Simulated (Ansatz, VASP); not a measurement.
IrAu in VASP and in Ansatz

```
Ir Au
1.0
     4.74449    0.00000    0.00000
    -2.37224    4.10885    0.00000
     0.00000    0.00000    3.92708
Ir Au
2 2
Direct
  0.33333 0.66667 0.25000
  0.66667 0.33333 0.75000
  0.00000 0.00000 0.00000
  0.00000 0.00000 0.50000
```

Alike in both runs: task relaxation of cell and atoms; functional PBE; k mesh 6 × 6 × 4; occupations gaussian, width 0.1 eV; no spin polarisation.

```csv
,VASP,Ansatz
version,VASP 6.6.1,Ansatz 0.2.0
potentials or method,"VASP PAW PBE potentials, release 64 (Ir, Au), cutoff 600 eV","scalar-relativistic, plane waves, PAW"
valence electrons in the cell,40,72
```

```csv
,VASP,Ansatz,Ansatz less VASP
"gap on the k mesh at the Fermi level, each at its own relaxed structure (eV)",none,none,-
relaxed volume (Å³/atom),16.29,16.12,-0.177
relaxed cell length with the largest relative difference (Å),7.783,9.388,+1.6054
```

A gap of «none» marks a metal or a gap that the smearing closes. One of these differences is far larger than is usual between the two programs; its cause wasn't traced. VASP's potentials hold 40 valence electrons a cell and Ansatz's 72, so a difference there can come from the potentials and not from the codes.

The k mesh is coarse, so the values compare programs but aren't converged. Spin-orbit coupling is off throughout. Noted on VASP's run: too few bands were computed for a metal, which touches its energy and stress.
